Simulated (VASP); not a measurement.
# Ga (Fd-3m) in VASP: a series of runs, part 2 of 2

VASP 6.6.1.

### Step 4. Single point, r2SCAN (22.17 Å³/atom)

This run uses another cell than the first one, of 22.17 Å³/atom.

POSCAR reads:

```
Ga
1.0
    0.0000000000      2.8093461460      2.8093461460
    2.8093461460      0.0000000000      2.8093461460
    2.8093461460      2.8093461460      0.0000000000
Ga
2
Direct
    0.1250000000      0.1250000000      0.1250000000
    0.8750000000      0.8750000000      0.8750000000
```

INCAR.step1 reads:

```
SYSTEM = Ga
PREC     = Accurate       ! precision mode
ENCUT    = 520            ! plane-wave cutoff, eV
ISMEAR   = -1             ! smearing method
SIGMA    = 0.1            ! smearing width, eV
LREAL    = .FALSE.        ! projectors in reciprocal space
LASPH    = .TRUE.         ! aspherical terms in the spheres
NELM     = 60             ! most SCF steps
NBANDS   = 20             ! bands
GGA      = PE             ! functional
ALGO     = Normal         ! electronic algorithm
EDIFF    = 1E-4           ! SCF threshold, eV
LWAVE    = .TRUE.         ! write WAVECAR
LCHARG   = .FALSE.        ! write CHGCAR
```

INCAR.step2 reads:

```
SYSTEM = Ga
PREC     = Accurate       ! precision mode
ENCUT    = 520            ! plane-wave cutoff, eV
EDIFF    = 1E-6           ! SCF threshold, eV
ISMEAR   = -1             ! smearing method
SIGMA    = 0.1            ! smearing width, eV
LREAL    = .FALSE.        ! projectors in reciprocal space
LASPH    = .TRUE.         ! aspherical terms in the spheres
NELM     = 60             ! most SCF steps
ALGO     = Normal         ! electronic algorithm
ISIF     = 2              ! what is computed and relaxed
LWAVE    = .FALSE.        ! write WAVECAR
LCHARG   = .FALSE.        ! write CHGCAR
METAGGA  = R2SCAN         ! meta-GGA
LMIXTAU  = .TRUE.       
NBANDS   = 20             ! bands
ISTART   = 1
```

KPOINTS reads:

```
Automatic mesh
0
G
  11 11 11
  0 0 0
```

Launch:

```console
> cat potpaw_PBE.64/Ga_d/POTCAR > POTCAR
> cp INCAR.step1 INCAR
> mpirun -np 1 vasp_std > vasp.out
> cp INCAR.step2 INCAR
> mpirun -np 1 vasp_std > vasp.out
```

Wall time 1.8 min (1 thread of AMD EPYC 9R45 (Zen 5), shared host); peak memory 0.16 GiB.

It converged, with:

```yaml
Free_energy: -22.2273 eV
Pressure: 4.6 GPa
Band_gap_on_the_k_mesh: zero (bands 13 and 14 overlap by 4.61 eV)
```

Levels at points of the mesh, in eV from the Fermi level:
```
           k point  band 11  band 12  band 13  band 14  band 15  band 16
(0.00, 0.00, 0.00)   -10.47     3.28     3.28     3.28     5.43     5.43
```

Caveat: the cell stands under pressure; the PAW data sets were made with another functional, which shifts forces and pressure a little.

### Step 5. Single point, r2SCAN (23.14 Å³/atom)

This run uses another cell than the first one, of 23.14 Å³/atom.

POSCAR reads:

```
Ga
1.0
    0.0000000000      2.8494850854      2.8494850854
    2.8494850854      0.0000000000      2.8494850854
    2.8494850854      2.8494850854      0.0000000000
Ga
2
Direct
    0.1250000000      0.1250000000      0.1250000000
    0.8750000000      0.8750000000      0.8750000000
```

INCAR.step1 reads:

```
SYSTEM = Ga
PREC = Accurate ; ENCUT = 520
ISMEAR = -1 ; SIGMA = 0.1
LREAL = .False. ; LASPH = .True.
NELM = 60 ; NBANDS = 20
GGA = PE ; ALGO = Normal
EDIFF = 1E-4 ; LWAVE = .True.
LCHARG = .False.
```

INCAR.step2 reads:

```
SYSTEM = Ga
PREC = Accurate ; ENCUT = 520
EDIFF = 1E-6 ; ISMEAR = -1
SIGMA = 0.1 ; LREAL = .False.
LASPH = .True. ; NELM = 60
ALGO = Normal ; ISIF = 2
LWAVE = .False. ; LCHARG = .False.
METAGGA = R2SCAN ; LMIXTAU = .True.
NBANDS = 20 ; ISTART = 1
```

KPOINTS reads:

```
regular mesh
0
Gamma
  11 11 11
  0 0 0
```

Launch:

```console
> cat potpaw_PBE.64/Ga_d/POTCAR > POTCAR
> cp INCAR.step1 INCAR
> mpirun -np 1 vasp_std > vasp.out
> cp INCAR.step2 INCAR
> mpirun -np 1 vasp_std > vasp.out
```

Wall time 1.8 min (1 thread of AMD EPYC 9R45 (Zen 5), shared host); peak memory 0.16 GiB.

The run converged. Its results:

* Free energy: -22.2655 eV
* Pressure: 2.0 GPa
* Band gap on the k mesh: zero (bands 13 and 14 overlap by 4.38 eV)

Levels at points of the mesh, in eV from the Fermi level:
```
           k point  band 10  band 11  band 12  band 13  band 14  band 15  band 16  band 17
(0.00, 0.00, 0.00)   -14.77   -10.23     3.14     3.14     3.14     4.97     5.29     5.29
```

Caveat: the PAW data sets were made with another functional, which shifts forces and pressure a little.

### Step 6. Single point, r2SCAN (24.10 Å³/atom)

POSCAR reads:

```
Ga
1.0
    0.0000000000      2.8885239788      2.8885239788
    2.8885239788      0.0000000000      2.8885239788
    2.8885239788      2.8885239788      0.0000000000
Ga
2
Direct
    0.1250000000      0.1250000000      0.1250000000
    0.8750000000      0.8750000000      0.8750000000
```

INCAR.step1 reads:

```
  ALGO = Normal
  EDIFF = 1E-4
  ENCUT = 520
  GGA = PE
  ISMEAR = -1
  LASPH = True
  LCHARG = False
  LREAL = False
  LWAVE = True
  NBANDS = 20
  NELM = 80
  PREC = Accurate
  SIGMA = 0.1
```

INCAR.step2 reads:

```
  ALGO = Normal
  EDIFF = 1E-7
  ENCUT = 520
  ISIF = 2
  ISMEAR = -1
  ISTART = 1
  LASPH = True
  LCHARG = False
  LMIXTAU = True
  LREAL = False
  LWAVE = False
  METAGGA = R2SCAN
  NBANDS = 20
  NELM = 80
  PREC = Accurate
  SIGMA = 0.1
```

KPOINTS reads:

```
k-points
0
Gamma
  11 11 11
```

Potentials or basis: VASP PAW PBE potentials, release 64 (Ga_d).

Launch:

```console
> cat potpaw_PBE.64/Ga_d/POTCAR > POTCAR
> cp INCAR.step1 INCAR
> mpirun -np 1 vasp_std > vasp.out
> cp INCAR.step2 INCAR
> mpirun -np 1 vasp_std > vasp.out
```

Run time: 1.9 min. Hardware: 1 thread of AMD EPYC 9R45 (Zen 5), shared host; peak memory 0.16 GiB.

The run converged. Its results:

```
Free energy            : -22.2767 eV
Pressure               : 0.0 GPa
Band gap on the k mesh : zero (bands 13 and 14 overlap by 4.18 eV)
```

Levels at points of the mesh, in eV from the Fermi level:
```tsv
k point	band 9	band 10	band 11	band 12	band 13	band 14	band 15	band 16	band 17	band 18
(0.00, 0.00, 0.00)	-14.78	-14.78	-10.01	3.00	3.00	3.00	4.50	5.16	5.17	5.17
```

Caveat: the PAW data sets were made with another functional, which shifts forces and pressure a little.

### Step 7. Summary

| cell | k mesh | gap on the mesh (eV) | pressure (GPa) |
| --- | --- | --- | --- |
| a = 4.085 Å, angles 60.0°, 2 atoms | 9 × 9 × 9 | none | 0.0 |
| a = 3.915 Å, angles 60.0°, 2 atoms | 11 × 11 × 11 | none | 7.8 |
| a = 3.973 Å, angles 60.0°, 2 atoms | 11 × 11 × 11 | none | 4.6 |
| a = 4.030 Å, angles 60.0°, 2 atoms | 11 × 11 × 11 | none | 2.0 |
| a = 4.085 Å, angles 60.0°, 2 atoms | 11 × 11 × 11 | none | 0.0 |

Alike in all rows: task single point; level r2SCAN; potentials or basis VASP PAW PBE potentials, release 64 (Ga_d); no spin polarisation; cutoff (eV) 520; smearing fermi-dirac 0.1 eV.

Caveats: the PAW data sets were made with another functional, which shifts forces and pressure a little; the cell stands under pressure (at least some runs).

Total energies depend on the potentials used, so only differences within one code and one set of settings carry meaning.
